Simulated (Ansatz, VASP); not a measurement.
**Two plane-wave programs on Al**

The input POSCAR:

```
Al
1.0
    0.0000000000      2.0644596000      2.0239800000
    1.9835004000      0.0000000000      2.0239800000
    1.9835004000      2.0644596000      0.0000000000
Al
1
Direct
    0.0000000000      0.0000000000      0.0000000000
```

The input INCAR.step1:

```
SYSTEM = Al
  ALGO = Normal
  EDIFF = 1E-4
  ENCUT = 520
  GGA = PE
  ISMEAR = 0
  LASPH = .TRUE.
  LCHARG = .FALSE.
  LREAL = .FALSE.
  LWAVE = .TRUE.
  NBANDS = 8
  NELM = 100
  PREC = Accurate
  SIGMA = 0.15
```

INCAR.step2

```
SYSTEM = Al
  ALGO = Normal
  EDIFF = 1E-7
  ENCUT = 520
  ISIF = 2
  ISMEAR = 0
  ISTART = 1
  LASPH = .TRUE.
  LCHARG = .FALSE.
  LMIXTAU = .TRUE.
  LREAL = .FALSE.
  LWAVE = .FALSE.
  METAGGA = R2SCAN
  NBANDS = 8
  NELM = 100
  PREC = Accurate
  SIGMA = 0.15
```

The input KPOINTS:

```
k-points
0
G
  20 20 20
  0 0 0
```

Input for Ansatz:

```yaml
crystal:
  lattice:
    - [0.0, 2.0644596, 2.02398]
    - [1.9835004, 0.0, 2.02398]
    - [1.9835004, 2.0644596, 0.0]
  atoms:
    - { symbol: Al, position: [0.0, 0.0, 0.0] }
basis:
  ecutwfc: 500
kpoints:
  mp_grid: { grid: [20, 20, 20] }
hamiltonian:
  xc: r2scan
scf:
  occupations: { method: gaussian, width: 0.15 }
output:
  forces: true
  stress: true
  eigenvalues: true
```

Change from the starting cell: strain -0.0200 x Voigt [1, -1, 0, 0, 0, 0], atoms carried along.

Alike in both runs: task single point; functional r2SCAN; k mesh 20 × 20 × 20; occupations gaussian, width 0.15 eV; no spin polarisation.

|  | VASP | Ansatz |
| --- | --- | --- |
| version | VASP 6.6.1 | Ansatz 0.2.0 |
| potentials or method | VASP PAW PBE potentials, release 64 (Al), cutoff 520 eV | scalar-relativistic, plane waves, PAW |
| valence electrons in the cell | 3 | 3 |

```tsv
	VASP	Ansatz	Ansatz less VASP
gap on the k mesh at the Fermi level (eV)	none	none	-
pressure (GPa)	-3.6	-3.4	+0.29
traceless stress, the component that is largest in VASP (GPa)	-1.24	-1.24	-0.001
```

VASP's potentials were made for PBE, not for r2SCAN. A gap of «none» marks a metal or a gap that the smearing closes.
